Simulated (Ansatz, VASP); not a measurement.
# Two plane-wave programs on Si3AsF

INCAR

```
PREC     = Accurate       # precision mode
ENCUT    = 600            # plane-wave cutoff, eV
EDIFF    = 1E-6           # SCF threshold, eV
ISMEAR   = 0              # smearing method
SIGMA    = 0.1            # smearing width, eV
LREAL    = False          # projectors in reciprocal space
LASPH    = True           # aspherical terms in the spheres
NELM     = 100            # most SCF steps
ALGO     = Normal         # electronic algorithm
ISIF     = 3              # what is computed and relaxed
LWAVE    = False          # write WAVECAR
LCHARG   = False          # write CHGCAR
GGA      = PE             # functional
IBRION   = 2              # ionic algorithm
NSW      = 90             # ionic steps
EDIFFG   = -0.04          # ionic threshold
```

Contents of KPOINTS:

```
regular mesh
0
Gamma
  6 6 4
```

Contents of POSCAR:

```
Si3AsF
1.0
    4.1360299500      0.0000000000      0.0000000000
   -2.0680149700      3.5819070000      0.0000000000
    0.0000000000      0.0000000000      4.9640688800
Si As F
3 1 1
Direct
    0.6666666700      0.3333333300      0.2489190000
    0.6666666700      0.3333333300      0.7510810000
    0.0000000000      0.0000000000      0.0000000000
    0.0000000000      0.0000000000      0.5000000000
    0.3333333300      0.6666666700      0.0000000000
```

Input for Ansatz:

```yaml
crystal:
  lattice:
    - [4.13602995, 0.0, 0.0]
    - [-2.06801497, 3.581907, 0.0]
    - [0.0, 0.0, 4.96406888]
  atoms:
    - { symbol: Si, position: [0.66666667, 0.33333333, 0.248919] }
    - { symbol: Si, position: [0.66666667, 0.33333333, 0.751081] }
    - { symbol: Si, position: [0.0, 0.0, 0.0] }
    - { symbol: As, position: [0.0, 0.0, 0.5] }
    - { symbol: F, position: [0.33333333, 0.66666667, 0.0] }
basis:
  ecutwfc: 420
kpoints:
  mp_grid: { grid: [6, 6, 4] }
hamiltonian:
  xc: pbe
scf:
  occupations: { method: gaussian, width: 0.1 }
  lower_state_search: "off"
output:
  forces: true
  stress: true
  eigenvalues: true
relax:
  adjacent_minimum: "off"
  f_tol: 0.04
  max_steps: 70
  cell: { stress_tol: 0.4 }
```

Change from the starting cell: species swapped into the GaFe3As type (P-6m2, No. 187).

Alike in both runs: task relaxation of cell and atoms; functional PBE; k mesh 6 × 6 × 4; occupations gaussian, width 0.1 eV; no spin polarisation.

|  | VASP | Ansatz |
| --- | --- | --- |
| version | VASP 6.6.1 | Ansatz 0.2.0 |
| potentials or method | VASP PAW PBE potentials, release 64 (Si, As, F), cutoff 600 eV | scalar-relativistic, plane waves, PAW |
| valence electrons in the cell | 24 | 34 |

Ansatz gave:

- gap on the k mesh at the Fermi level, each at its own relaxed structure (eV): none
- relaxed volume (Å³/atom): 16.52
- relaxed cell length with the largest relative difference (Å): 5.576

Problem. Estimate VASP's values.

Solution. gap on the k mesh at the Fermi level, each at its own relaxed structure (eV): none; relaxed volume (Å³/atom): 16.52; relaxed cell length with the largest relative difference (Å): 5.571.

A gap of «none» marks a metal or a gap that the smearing closes. VASP's potentials hold 24 valence electrons a cell and Ansatz's 34, so a difference there can come from the potentials and not from the codes.
